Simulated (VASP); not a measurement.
Runs of VASP 6.6.1 on Ga. The structure is that of space group Im-3m (No. 229), or close to it. The cells are those of the table. 

```csv
cell,k mesh,gap on the mesh (eV),pressure (GPa)
"a = 2.750 Å, angles 109.5°, 1 atom",15 × 15 × 15,none,9.9
"a = 2.870 Å, angles 109.5°, 1 atom",13 × 13 × 13,none,(c)
"a = 2.870 Å, angles 109.5°, 1 atom",15 × 15 × 15,none,(a)
"a = 2.831 Å, angles 109.5°, 1 atom",15 × 15 × 15,none,2.5
"a = 2.981 Å, angles 109.5°, 1 atom",15 × 15 × 15,none,-4.9
"a = 2.870 Å, angles 109.5°, 1 atom",22 × 22 × 22,none,(b)
"a = 2.908 Å, angles 109.5°, 1 atom",15 × 15 × 15,none,-2.3
"a = 2.945 Å, angles 109.5°, 1 atom",15 × 15 × 15,none,-3.7
```

Alike in all rows: task single point; level r2SCAN; potentials or basis VASP PAW PBE potentials, release 64 (Ga_d); no spin polarisation; cutoff (eV) 520; smearing fermi-dirac 0.1 eV.

Question: Estimate the missing entries.

Answer: (a) -0.1; (b) 0.0; (c) 0.1.

Caveats: the PAW data sets were made with another functional, which shifts forces and pressure a little.

A k mesh can miss the band edges, and the runs leave out spin-orbit coupling on Ga.

A gap of «none» marks levels without a gap at the run's occupations.
